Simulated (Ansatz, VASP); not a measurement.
## B: VASP beside Ansatz

```xyz
1
Lattice="0.8560 -1.4826 0.0000 0.8560 1.4826 0.0000 0.0000 0.0000 4.0207" Properties=species:S:1:pos:R:3 pbc="T T T"
B     0.8560    0.0000    2.0104
```

Alike in both runs: functional PBE; k mesh 36 × 36 × 12; occupations gaussian, width 0.1 eV; no spin polarisation.

Ansatz relaxed the structure, and its values are those at the end. VASP's run is a single point on that final structure, the one shown.

```csv
,VASP,Ansatz
version,VASP 6.6.1,Ansatz 0.2.0
potentials or method,"VASP PAW PBE potentials, release 64 (B), cutoff 520 eV","scalar-relativistic, plane waves, PAW"
valence electrons in the cell,3,3
```

|  | VASP | Ansatz | Ansatz less VASP |
| --- | --- | --- | --- |
| gap on the k mesh at the Fermi level (eV) | none | none | - |
| pressure (GPa) | -0.1 | 0.0 | +0.07 |

A gap of «none» marks a metal or a gap that the smearing closes.
